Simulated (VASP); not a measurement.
Here is a VASP 6.6.1 calculation.

INCAR

```
SYSTEM = Rb
  PREC = Accurate
  ENCUT = 520
  EDIFF = 1E-7
  ISMEAR = 0
  SIGMA = 0.15
  LREAL = .False.
  LASPH = .True.
  NELM = 80
  ALGO = Fast
  ISIF = 2
  LWAVE = .False.
  LCHARG = .False.
  GGA = PE
  NBANDS = 10
```

File KPOINTS:

```
regular mesh
0
Gamma
  14 14 14
  0 0 0
```

POSCAR

```
Rb
1.0
   -4.1245615437      2.9461153883      2.9461153883
    2.9461153883     -4.1245615437      2.9461153883
    2.9461153883      2.9461153883     -4.1245615437
Rb
1
Direct
    0.0000000000      0.0000000000      0.0000000000
```

Potentials or basis: VASP PAW PBE potentials, release 64 (Rb_sv).

The run is started by

```bash
$ cat potpaw_PBE.64/Rb_sv/POTCAR > POTCAR
$ mpirun -np 1 vasp_std > vasp.out
```

(1) Predict the band gap on the k mesh.

(2) Predict the pressure.

Answers

(1) zero (an odd number of electrons rules out a gap without spin polarisation).

(2) 1.6 GPa.
